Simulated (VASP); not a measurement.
Write the native input for VASP 6.6.1 that does the following.

| Property | Result |
| --- | --- |
| Task | single point |
| Functional | r2SCAN |
| Potentials or basis | VASP PAW PBE potentials, release 64 (Si, O) |
| Cutoff | 520 eV |
| k mesh | 4 × 4 × 3 |
| Occupations | gaussian, width 0.01 eV |
| Spin | no spin polarisation |
| Dipole correction | no |
| Further INCAR settings | ALGO = Normal; EDIFF = 1e-06; NBANDS = 44 |

Crystal: SiO2.

```
CELL_PARAMETERS angstrom
4.98226 0.00000 0.00000
0.00000 4.98226 0.00000
0.00000 0.00000 6.92008
ATOMIC_POSITIONS crystal
Si 0.30214 0.30214 0.00000
Si 0.19786 0.80214 0.25000
Si 0.69786 0.69786 0.50000
Si 0.80214 0.19786 0.75000
O 0.23829 0.10863 0.18114
O 0.39137 0.73829 0.43114
O 0.76171 0.89137 0.68114
O 0.60863 0.26171 0.93114
O 0.73829 0.39137 0.56886
O 0.89137 0.76171 0.31886
O 0.26171 0.60863 0.06886
O 0.10863 0.23829 0.81886
```

One way to write it, as run:

POSCAR

```
SiO2
1.0
    4.9822574974      0.0000000000      0.0000000000
    0.0000000000      4.9822574974      0.0000000000
    0.0000000000      0.0000000000      6.9200765903
Si O
4 8
Direct
    0.3021371683      0.3021371683      0.0000000000
    0.1978628317      0.8021371683      0.2500000000
    0.6978628317      0.6978628317      0.5000000000
    0.8021371683      0.1978628317      0.7500000000
    0.2382855102      0.1086328768      0.1811414719
    0.3913671232      0.7382855102      0.4311414719
    0.7617144898      0.8913671232      0.6811414719
    0.6086328768      0.2617144898      0.9311414719
    0.7382855102      0.3913671232      0.5688585281
    0.8913671232      0.7617144898      0.3188585281
    0.2617144898      0.6086328768      0.0688585281
    0.1086328768      0.2382855102      0.8188585281
```

INCAR.step1

```
SYSTEM = SiO2
PREC = Accurate
ENCUT = 520
ISMEAR = 0
SIGMA = 0.01
LREAL = .False.
LASPH = .True.
NELM = 100
NBANDS = 44
GGA = PE
ALGO = Normal
EDIFF = 1E-4
LWAVE = .True.
LCHARG = .False.
```

INCAR.step2

```
SYSTEM = SiO2
PREC = Accurate
ENCUT = 520
EDIFF = 1E-6
ISMEAR = 0
SIGMA = 0.01
LREAL = .False.
LASPH = .True.
NELM = 100
ALGO = Normal
ISIF = 2
LWAVE = .False.
LCHARG = .False.
METAGGA = R2SCAN
LMIXTAU = .True.
NBANDS = 44
ISTART = 1
```

KPOINTS

```
Automatic mesh
0
Gamma
  4 4 3
  0 0 0
```

Potentials or basis: VASP PAW PBE potentials, release 64 (Si, O).

Run with:

```console
$ cat potpaw_PBE.64/Si/POTCAR potpaw_PBE.64/O/POTCAR > POTCAR
$ cp INCAR.step1 INCAR
$ mpirun -np 1 vasp_std > vasp.out
$ cp INCAR.step2 INCAR
$ mpirun -np 1 vasp_std > vasp.out
```

It gave:

```yaml
Pressure: 0.2 GPa
Largest_force: 0.028 eV/Å
Band_gap_on_the_k_mesh: 6.35 eV
```

Caveat: the PAW data sets were made with another functional, which shifts forces and pressure a little.

Wall time 2.8 min on 1 thread of AMD EPYC 9R45 (Zen 5), with other jobs on the host, peak memory 0.29 GiB.
